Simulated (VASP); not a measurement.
# HfSi2 (Cmcm) in VASP: a series of runs

The runs below take HfSi2 through single point, relaxation of shape and atoms at fixed volume, with PBE.

Program: VASP 6.6.1. These are calculated values, not measurements. Logs are shortened: lines on timing, memory, paths and dates and some standing lists are left out, and cuts for length are marked.

**1. The cell of the first run**

The structure is orthorhombic, space group Cmcm (No. 63). The conventional cell has a = 3.572 Å, b = 14.154 Å, c = 3.732 Å, α = 90.00°, β = 90.00°, γ = 90.00°. Within 3.8 Å of Hf (site symmetry m2m) lie 10 Si at 2.68 to 2.88 Å and 6 Hf at 3.49 to 3.73 Å. Within 3.4 Å of Si (site symmetry m2m) lie 6 Si at 2.43 to 3.35 Å and 6 Hf at 2.68 to 2.88 Å. Within 3.4 Å of Si (site symmetry m2m) lie 8 Si at 2.58 to 3.35 Å and 4 Hf at 2.74 to 2.77 Å.

**2. Single point, PBE (biaxial strain in the a-b plane: -3.0 %, then relaxed in part)**

Contents of INCAR:

```
SYSTEM = HfSi2
ALGO     = Normal         ! electronic algorithm
EDIFF    = 1E-6           ! SCF threshold, eV
ENCUT    = 500            ! plane-wave cutoff, eV
GGA      = PE             ! functional
GGA_COMPAT= .FALSE.      
ISIF     = 2              ! what is computed and relaxed
ISMEAR   = 0              ! smearing method
LASPH    = .TRUE.         ! aspherical terms in the spheres
LCHARG   = .FALSE.        ! write CHGCAR
LREAL    = .FALSE.        ! projectors in reciprocal space
LWAVE    = .FALSE.        ! write WAVECAR
NBANDS   = 48             ! bands
NELM     = 120            ! most SCF steps
PREC     = Accurate       ! precision mode
SIGMA    = 0.1            ! smearing width, eV
```

Contents of KPOINTS:

```
k-points
0
G
  10 4 10
  0 0 0
```

Contents of POSCAR:

```
HfSi2
1.0
    3.5720588831      0.0000000000      0.0000000000
    0.0000000000     14.1542401069      0.0000000000
    0.0000000000      0.0000000000      3.7321421317
Hf Si
4 8
Direct
    0.0000000000      0.1041747030      0.2500000000
    0.5000000000      0.3958252970      0.7500000000
    0.5000000000      0.6041747030      0.2500000000
    0.0000000000      0.8958252970      0.7500000000
    0.0000000000      0.4449544078      0.2500000000
    0.5000000000      0.0550455922      0.7500000000
    0.5000000000      0.2511835067      0.2500000000
    0.0000000000      0.2488164933      0.7500000000
    0.5000000000      0.9449544078      0.2500000000
    0.0000000000      0.5550455922      0.7500000000
    0.0000000000      0.7511835067      0.2500000000
    0.5000000000      0.7488164933      0.7500000000
```

Potentials or basis: VASP PAW PBE potentials, release 64 (Hf_pv, Si).

On the command line:

```
cat potpaw_PBE.64/Hf_pv/POTCAR potpaw_PBE.64/Si/POTCAR > POTCAR
mpirun -np 1 vasp_std > vasp.out
```

OUTCAR:

```text
SYSTEM = HfSi2
   EDIFF = 1E-6
   ENCUT = 500
   GGA = PE
   ISIF = 2
   ISMEAR = 0
   LASPH = .TRUE.
   LREAL = .FALSE.
   NELM = 120
   PREC = Accurate

 ion  position               nearest neighbor table
   1  0.000  0.104  0.250-   6 2.68   6 2.68   6 2.68   6 2.68   7 2.74   7 2.74   8 2.77   8 2.77
                             9 2.88   9 2.88   4 3.49   4 3.49
   2  0.500  0.396  0.750-   5 2.68   5 2.68   5 2.68   5 2.68   8 2.74   8 2.74   7 2.77   7 2.77
                            10 2.88  10 2.88   3 3.49   3 3.49
   3  0.500  0.604  0.250-  10 2.68  10 2.68  10 2.68  10 2.68  11 2.74  11 2.74  12 2.77  12 2.77
                             5 2.88   5 2.88   2 3.49   2 3.49
   4  0.000  0.896  0.750-   9 2.68   9 2.68   9 2.68   9 2.68  12 2.74  12 2.74  11 2.77  11 2.77
                             6 2.88   6 2.88   1 3.49   1 3.49
   5  0.000  0.445  0.250-  10 2.43  10 2.43   2 2.68   2 2.68   2 2.68   2 2.68   3 2.88   3 2.88

   6  0.500  0.055  0.750-   9 2.43   9 2.43   1 2.68   1 2.68   1 2.68   1 2.68   4 2.88   4 2.88

   7  0.500  0.251  0.250-   8 2.58   8 2.58   8 2.58   8 2.58   1 2.74   1 2.74   2 2.77   2 2.77

   8  0.000  0.249  0.750-   7 2.58   7 2.58   7 2.58   7 2.58   2 2.74   2 2.74   1 2.77   1 2.77

   9  0.500  0.945  0.250-   6 2.43   6 2.43   4 2.68   4 2.68   4 2.68   4 2.68   1 2.88   1 2.88

  10  0.000  0.555  0.750-   5 2.43   5 2.43   3 2.68   3 2.68   3 2.68   3 2.68   2 2.88   2 2.88

  11  0.000  0.751  0.250-  12 2.58  12 2.58  12 2.58  12 2.58   3 2.74   3 2.74   4 2.77   4 2.77

  12  0.500  0.749  0.750-  11 2.58  11 2.58  11 2.58  11 2.58   4 2.74   4 2.74   3 2.77   3 2.77

  LATTYP: Found a simple orthorhombic cell.
 ALAT       =     3.5720588831
 B/A-ratio  =     1.0448154003
 C/A-ratio  =     3.9624879013

  Lattice vectors:

 A1 = (  -3.5720588831,   0.0000000000,   0.0000000000)
 A2 = (   0.0000000000,   0.0000000000,   3.7321421317)
 A3 = (   0.0000000000,  14.1542401069,   0.0000000000)

Analysis of symmetry for initial positions (statically):
=====================================================================
 Subroutine PRICEL returns following result:

  LATTYP: Found a base centered orthorhombic cell.
 ALAT       =     3.5720588831
 B/A-ratio  =     3.9624879013
 C/A-ratio  =     1.0448154003

  Lattice vectors:

 A1 = (  -1.7860294415,   7.0771200534,   0.0000000000)
 A2 = (  -1.7860294415,  -7.0771200535,   0.0000000000)
 A3 = (   0.0000000000,   0.0000000000,   3.7321421317)

   2 primitive cells build up your supercell.

 Routine SETGRP: Setting up the symmetry group for a
 simple orthorhombic supercell.

 Subroutine GETGRP returns: Found  8 space group operations
 (whereof  4 operations were pure point group operations)
 out of a pool of  8 trial point group operations.

The static configuration has the point symmetry C_2h.
 The point group associated with its full space group is D_2h.

Analysis of symmetry for dynamics (positions and initial velocities):
=====================================================================
 Subroutine PRICEL returns following result:

  LATTYP: Found a base centered orthorhombic cell.
 ALAT       =     3.5720588831
 B/A-ratio  =     3.9624879013
 C/A-ratio  =     1.0448154003

  Lattice vectors:

 A1 = (  -1.7860294415,   7.0771200534,   0.0000000000)
 A2 = (  -1.7860294415,  -7.0771200535,   0.0000000000)
 A3 = (   0.0000000000,   0.0000000000,   3.7321421317)

   2 primitive cells build up your supercell.

 Routine SETGRP: Setting up the symmetry group for a
 simple orthorhombic supercell.

 Subroutine GETGRP returns: Found  8 space group operations
 (whereof  4 operations were pure point group operations)
 out of a pool of  8 trial point group operations.

The dynamic configuration has the point symmetry C_2h.
 The point group associated with its full space group is D_2h.

 Subroutine INISYM returns: Found  8 space group operations
 (whereof  4 operations are pure point group operations),
 and found     2 'primitive' translations

----------------------------------------------------------------------------------------

                                     Primitive cell

  volume of cell :      94.3481

  direct lattice vectors                    reciprocal lattice vectors
    -1.786029442  7.077120053  0.000000000    -0.279950592  0.070650207  0.000000000
    -1.786029442 -7.077120053  0.000000000    -0.279950592 -0.070650207  0.000000000
     0.000000000  0.000000000  3.732142132     0.000000000  0.000000000  0.267942636

  length of vectors
     7.299008797  7.299008797  3.732142132     0.288727875  0.288727875  0.267942636

  position of ions in fractional coordinates (direct lattice)
     0.104174703  0.895825297  0.250000000
     0.895825297  0.104174703  0.750000000
     0.444954408  0.555045592  0.250000000
     0.555045592  0.444954408  0.750000000
     0.751183507  0.248816493  0.250000000
     0.248816493  0.751183507  0.750000000

  ion indices of the primitive-cell ions
   primitive index   ion index
                 1           1
                 2           4
                 3           5
                 4          10
                 5          11
                 6           8

----------------------------------------------------------------------------------------

 KPOINTS: k-points

Automatic generation of k-mesh.
 Grid dimensions read from file:
 generate k-points for:   10    4   10

 Generating k-lattice:

  Cartesian coordinates                     Fractional coordinates (reciprocal lattice)
     0.027995059  0.000000000  0.000000000     0.100000000  0.000000000  0.000000000
     0.000000000  0.017662552  0.000000000     0.000000000  0.250000000  0.000000000
     0.000000000  0.000000000  0.026794264     0.000000000  0.000000000  0.100000000

  Length of vectors
     0.027995059  0.017662552  0.026794264

  Shift w.r.t. Gamma in fractional coordinates (k-lattice)
     0.000000000  0.000000000  0.000000000

 Subroutine IBZKPT returns following result:
 ===========================================

 Found    108 irreducible k-points:

 Following reciprocal coordinates:
            Coordinates               Weight
  0.000000  0.000000  0.000000      1.000000
  0.100000  0.000000  0.000000      2.000000
  0.200000  0.000000  0.000000      2.000000
  0.300000  0.000000  0.000000      2.000000
  0.400000  0.000000  0.000000      2.000000
  0.500000  0.000000  0.000000      1.000000
[... 16 lines left out ...]
  0.400000  0.000000  0.100000      4.000000
  0.500000  0.000000  0.100000      2.000000
 [... further k-points ...]
   k-points           NKPTS =    108   k-points in BZ     NKDIM =    108   number of bands    NBANDS=     48
   number of dos      NEDOS =    301   number of ions     NIONS =     12
   total plane-waves  NPLWV =  84672
   dimension x,y,z NGX =    28 NGY =  108 NGZ =   28
   dimension x,y,z NGXF=    56 NGYF=  216 NGZF=   56
   ions per type =               4   8
   NGX,Y,Z   is equivalent  to a cutoff of  13.03, 12.68, 12.47 a.u.
   NGXF,Y,Z  is equivalent  to a cutoff of  26.06, 25.37, 24.94 a.u.
 SYSTEM =  HfSi2
   PREC   = accura    normal or accurate (medium, high low for compatibility)
   ISTART =      0    job   : 0-new  1-cont  2-samecut
   ICHARG =      2    charge: 1-file 2-atom 10-const
   ISPIN  =      1    spin polarized calculation?
   LNONCOLLINEAR =      F non collinear calculations
   LSORBIT =      F    spin-orbit coupling
   LASPH  =      T    aspherical Exc in radial PAW
   ENCUT  =  500.0 eV  36.75 Ry    6.06 a.u.   6.51 25.81  6.80*2*pi/ulx,y,z
   NELM   =    120;   NELMIN=  2; NELMDL= -5     # of ELM steps
   EDIFF  = 0.1E-05   stopping-criterion for ELM
   LREAL  =      F    real-space projection
   EDIFFG = 0.1E-04   stopping-criterion for IOM
   NSW    =      0    number of steps for IOM
   IBRION =     -1    ionic relax: 0-MD 1-quasi-New 2-CG
   NFREE  =      0    steps in history (QN), initial steepest desc. (CG)
   ISIF   =      2    stress and relaxation
   ISYM   =      2    0-nonsym 1-usesym 2-fastsym
   POTIM  = 0.5000    time-step for ionic-motion
   TEBEG  =    0.0;   TEEND  =   0.0 temperature during run
   PSTRESS=    0.0 pullay stress
   NELECT =      72.0000    total number of electrons
   NUPDOWN=      -1.0000    fix difference up-down
   EMIN   =  10.00;   EMAX   =-10.00  energy-range for DOS
   EFERMI =   0.00;   METHOD = LEGACY
   ISMEAR =     0;   SIGMA  =   0.10  broadening in eV -4-tet -1-fermi 0-gaus
   EFERMI_NEDOS =   21; number of points for ismear=-14 and -15
   IALGO  =     38    algorithm
   IMIX   =      4    mixing-type and parameters
     AMIX     =   0.40;   BMIX     =  1.00
     AMIX_MAG =   1.60;   BMIX_MAG =  1.00
  volume/ion in A,a.u.               =      15.72       106.12
  Fermi-wavevector in a.u.,A,eV,Ry     =   1.187402  2.243865 19.183183  1.409924
  Thomas-Fermi vector in A             =   2.323554
   LORBIT       =      0    0 simple, 1 ext, 2 COOP (PROOUT), +10 PAW based schemes
   GGA     = PE    functional components
   LHFCALC =     F    Hartree Fock is set to
   AEXX    =    0.0000 exact exchange contribution
   IVDW    =     0    specifies the selected vdW correction
   LEPSILON=     F    determine dielectric tensor
   LRPA    =     F    only Hartree local field effects (RPA)
 non-spin polarized calculation
 Gauss-broadening in eV      SIGMA  =   0.10
  energy-cutoff  :      500.00
  volume of cell :      188.70
 maximum number of plane-waves:      4836
 NGX is ok and might be reduce to    28
   NGX = 13   NGY = 51   NGZ = 13

 number of electron      72.0000007 magnetization

 Free energy of the ion-electron system (eV)
  ---------------------------------------------------
  ext. energy  EPLUGINS =         0.00000000
  ---------------------------------------------------
  free energy    TOTEN  =       -89.58792704 eV

  energy without entropy =      -89.57520844  energy(sigma->0) =      -89.58156774

 E-fermi :   8.7279     XC(G=0): -11.5489

 val. band max:        8.7178943259   @ k =   0.0000   0.0000   0.2000
 cond. band min:       8.7320209031   @ k =   0.1000   0.2500   0.0000
 fundamental gap:      0.0141265772
 Fermi energy:         8.7278754235

 k-point     1 :       0.0000    0.0000    0.0000
  band No.  band energies     occupation
      1     -21.9252      2.00000
      2     -21.9134      2.00000
      3     -21.8391      2.00000
      4     -21.8380      2.00000
      5     -21.7971      2.00000
      6     -21.7959      2.00000
[... 40 lines left out ...]
     47      11.0851      0.00000
     48      11.1194      0.00000

 k-point     2 :       0.1000    0.0000    0.0000
  band No.  band energies     occupation
      1     -21.9225      2.00000
      2     -21.9113      2.00000
      3     -21.8374      2.00000
      4     -21.8363      2.00000
      5     -21.8065      2.00000
      6     -21.8058      2.00000
[... 40 lines left out ...]
     47      10.9543      0.00000
     48      11.4420      0.00000

 k-point     3 :       0.2000    0.0000    0.0000
  band No.  band energies     occupation
      1     -21.9152      2.00000
      2     -21.9063      2.00000
      3     -21.8503      2.00000
      4     -21.8503      2.00000
      5     -21.8329      2.00000
      6     -21.8319      2.00000
[... 1060 lines left out ...]
     47      11.8044      0.00000
     48      12.0296      0.00000

 k-point    24 :       0.5000    0.0000    0.1000
  band No.  band energies     occupation
      1     -21.9631      2.00000
      2     -21.9631      2.00000
      3     -21.9293      2.00000
      4     -21.9293      2.00000
      5     -21.8908      2.00000
      6     -21.8908      2.00000
[... 40 lines left out ...]
     47      12.1167      0.00000
     48      12.1167      0.00000

 [... further k-points ...]
[... 5 lines left out ...]
  --------------------------------------------------------------------------------------
  -------------------------------------------------------------------------------------
  Total       10.3058890      8.2622252      0.0458412      0.0000000     -0.0000000      0.0000000
  in kB       87.5049658     70.1526799      0.3892271      0.0000000     -0.0000000      0.0000000
  external PRESSURE =      52.6822909 kB  Pullay stress =       0.0000000 kB

 VOLUME and BASIS-vectors are now :
 -----------------------------------------------------------------------------
  energy-cutoff  :      500.00
  volume of cell :      188.70
      direct lattice vectors                 reciprocal lattice vectors
     3.572058883  0.000000000  0.000000000     0.279950592  0.000000000  0.000000000
     0.000000000 14.154240107  0.000000000     0.000000000  0.070650207  0.000000000
     0.000000000  0.000000000  3.732142132     0.000000000  0.000000000  0.267942636

 POSITION                                       TOTAL-FORCE (eV/Angst)
 -----------------------------------------------------------------------------------
      0.00000      1.47451      0.93304         0.000000     -0.006743     -0.000000
      1.78603      5.60261      2.79911         0.000000      0.006743      0.000000
      1.78603      8.55163      0.93304        -0.000000     -0.006743      0.000000
      0.00000     12.67973      2.79911         0.000000      0.006743      0.000000
      0.00000      6.29799      0.93304        -0.000000      0.017337     -0.000000
      1.78603      0.77913      2.79911        -0.000000     -0.017337     -0.000000
      1.78603      3.55531      0.93304         0.000000      0.002150     -0.000000
      0.00000      3.52181      2.79911         0.000000     -0.002150      0.000000
      1.78603     13.37511      0.93304        -0.000000      0.017337     -0.000000
      0.00000      7.85625      2.79911        -0.000000     -0.017337     -0.000000
      0.00000     10.63243      0.93304         0.000000      0.002150     -0.000000
      1.78603     10.59893      2.79911         0.000000     -0.002150      0.000000
 -----------------------------------------------------------------------------------
    total drift:                                0.000000      0.000000      0.000000

  FREE ENERGIE OF THE ION-ELECTRON SYSTEM (eV)
  ---------------------------------------------------
  free  energy   TOTEN  =       -89.5879270391 eV

  energy  without entropy=      -89.5752084363  energy(sigma->0) =      -89.58156774
```

It took 8 min on 1 thread of Intel Xeon 6975P-C (Granite Rapids), shared host; peak memory 0.74 GiB.

What came out:

| Quantity | Value |
| --- | --- |
| Free energy | -89.5879 eV |
| Pressure | 5.3 GPa |
| Largest force | 0.017 eV/Å |
| Band gap on the k mesh | zero (bands 36 and 37 overlap by 1.28 eV) |

Forces in eV/Å, atoms in the order of the input:
```
Hf   0.000 -0.007  0.000
Hf   0.000  0.007  0.000
Hf   0.000 -0.007  0.000
Hf   0.000  0.007  0.000
Si   0.000  0.017  0.000
Si   0.000 -0.017  0.000
Si   0.000  0.002  0.000
Si   0.000 -0.002  0.000
Si   0.000  0.017  0.000
Si   0.000 -0.017  0.000
Si   0.000  0.002  0.000
Si   0.000 -0.002  0.000
```

Stress tensor (GPa, compression positive):
```
8.75 0.00 0.00
0.00 7.02 0.00
0.00 0.00 0.04
```

Caveat: the cell differs from its parent crystal (biaxial strain in the a-b plane: -3.0 %, then relaxed in part); the cell stands under pressure; spin-orbit coupling is left out, which moves the levels of the heavy elements.

**3. Single point, PBE (biaxial strain in the a-b plane: -3.0 %)**

Contents of INCAR:

```
SYSTEM = HfSi2
  ALGO = Normal
  EDIFF = 1E-6
  ENCUT = 500
  GGA = PE
  GGA_COMPAT = .False.
  ISIF = 2
  ISMEAR = 0
  LASPH = .True.
  LCHARG = .False.
  LREAL = .False.
  LWAVE = .False.
  NBANDS = 48
  NELM = 120
  PREC = Accurate
  SIGMA = 0.1
```

Contents of KPOINTS:

```
k-points
0
Gamma
  10 4 10
  0 0 0
```

Contents of POSCAR:

```
HfSi2
1.0
    3.5720588831      0.0000000000      0.0000000000
    0.0000000000     14.1542401069      0.0000000000
    0.0000000000      0.0000000000      3.7256682395
Hf Si
4 8
Direct
    0.0000000000      0.1046652854      0.2500000000
    0.5000000000      0.3953347146      0.7500000000
    0.5000000000      0.6046652854      0.2500000000
    0.0000000000      0.8953347146      0.7500000000
    0.0000000000      0.4452838214      0.2500000000
    0.5000000000      0.0547161786      0.7500000000
    0.5000000000      0.2506045679      0.2500000000
    0.0000000000      0.2493954321      0.7500000000
    0.5000000000      0.9452838214      0.2500000000
    0.0000000000      0.5547161786      0.7500000000
    0.0000000000      0.7506045679      0.2500000000
    0.5000000000      0.7493954321      0.7500000000
```

Potentials or basis: VASP PAW PBE potentials, release 64 (Hf_pv, Si).

On the command line:

```
cat potpaw_PBE.64/Hf_pv/POTCAR potpaw_PBE.64/Si/POTCAR > POTCAR
mpirun -np 1 vasp_std > vasp.out
```

Wall time 8.6 min (1 thread of Intel Xeon 6975P-C (Granite Rapids), shared host); peak memory 0.73 GiB.

It converged, with:

| Property | Result |
| --- | --- |
| Free energy | -89.5841 eV |
| Pressure | 5.7 GPa |
| Largest force | 0.126 eV/Å |
| Band gap on the k mesh | zero (bands 36 and 37 overlap by 1.28 eV) |

Forces in eV/Å, atoms in the order of the input:
```
Hf   0.000 -0.126  0.000
Hf   0.000  0.126  0.000
Hf   0.000 -0.126  0.000
Hf   0.000  0.126  0.000
Si   0.000 -0.027  0.000
Si   0.000  0.027  0.000
Si   0.000  0.082  0.000
Si   0.000 -0.082  0.000
Si   0.000 -0.027  0.000
Si   0.000  0.027  0.000
Si   0.000  0.082  0.000
Si   0.000 -0.082  0.000
```

Stress tensor (GPa, compression positive):
```
9.00 0.00 0.00
0.00 7.64 0.00
0.00 0.00 0.38
```

Levels at points of the mesh, in eV from the Fermi level:
```tsv
k point	band 34	band 35	band 36	band 37	band 38	band 39
(0.00, 0.00, 0.00)	-1.59	-0.11	0.60	1.16	1.23	1.29
(0.50, 0.00, 0.00)	-1.21	-0.99	-0.99	-0.18	-0.18	0.50
(0.00, 0.50, 0.00)	-1.59	-0.18	-0.18	1.22	1.22	1.44
(0.50, 0.50, 0.00)	-0.94	-0.81	-0.81	-0.68	-0.68	0.56
(0.00, 0.00, 0.50)	-0.82	0.19	0.19	0.30	0.30	0.36
(0.50, 0.00, 0.50)	-2.47	-2.47	-2.47	1.93	1.93	1.93
(0.00, 0.50, 0.50)	-0.37	-0.37	-0.37	0.31	0.31	0.31
(0.50, 0.50, 0.50)	-2.49	-2.49	-2.49	2.18	2.18	2.18
```

Caveat: the cell differs from its parent crystal (biaxial strain in the a-b plane: -3.0 %); the cell stands under pressure; spin-orbit coupling is left out, which moves the levels of the heavy elements.

(Part 1 of 2 ends here.)
